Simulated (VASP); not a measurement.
Set up this calculation in VASP 6.6.1, as the native input.

- Task: relaxation of cell and atoms
- Functional: PBE
- Potentials or basis: VASP PAW PBE potentials, release 64 (Pb_d, O)
- Cutoff: 600 eV
- k mesh: 8 × 8 × 6
- Occupations: gaussian, width 0.02 eV
- Spin: no spin polarisation
- Dipole correction: no
- Further INCAR settings: ALGO = Normal; EDIFF = 1e-06; IBRION = 2; EDIFFG = -0.01; NSW = 100; ISIF = 3

The structure of PbO lies in POSCAR:

```
PbO
1.0
    4.0604585745      0.0000000000      0.0000000000
    0.0000000000      4.0604585745      0.0000000000
    0.0000000000      0.0000000000      5.4874670141
Pb O
2 2
Direct
    0.0000000000      0.5000000000      0.2162408902
    0.5000000000      0.0000000000      0.7837591098
    0.0000000000      0.0000000000      0.0000000000
    0.5000000000      0.5000000000      0.0000000000
```

The input as run:

INCAR

```
SYSTEM = PbO
  PREC = Accurate
  ENCUT = 600
  EDIFF = 1E-6
  ISMEAR = 0
  SIGMA = 0.02
  LREAL = .False.
  LASPH = .True.
  NELM = 60
  ALGO = Normal
  ISIF = 3
  LWAVE = .False.
  LCHARG = .False.
  GGA = PE
  IBRION = 2
  NSW = 100
  EDIFFG = -0.01
```

KPOINTS

```
Automatic mesh
0
Gamma
  8 8 6
  0 0 0
```

Potentials or basis: VASP PAW PBE potentials, release 64 (Pb_d, O).

Run with:

```console
$ cat potpaw_PBE.64/Pb_d/POTCAR potpaw_PBE.64/O/POTCAR > POTCAR
$ mpirun -np 1 vasp_std > vasp.out
```

It gave:

```
Relaxed volume                         : 22.64 Å³/atom
Relaxed cell                           : a = 4.060 Å, b = 4.060 Å, c = 5.495 Å, α = 90.00°, β = 90.00°, γ = 90.00°
Space group after relaxing (to 0.05 Å) : P4/nmm (No. 129)
Energy gained by relaxing              : 0.0 meV/atom
Ionic steps                            : 4
Pressure after relaxing                : 0.0 GPa
Band gap on the k mesh                 : 1.73 eV, indirect (least direct gap 1.95 eV)
```

Caveat: spin-orbit coupling is left out, which moves the levels of the heavy elements.

Wall time 9.1 min on 1 thread of AMD EPYC 7R13, on a shared host, peak memory 0.28 GiB.
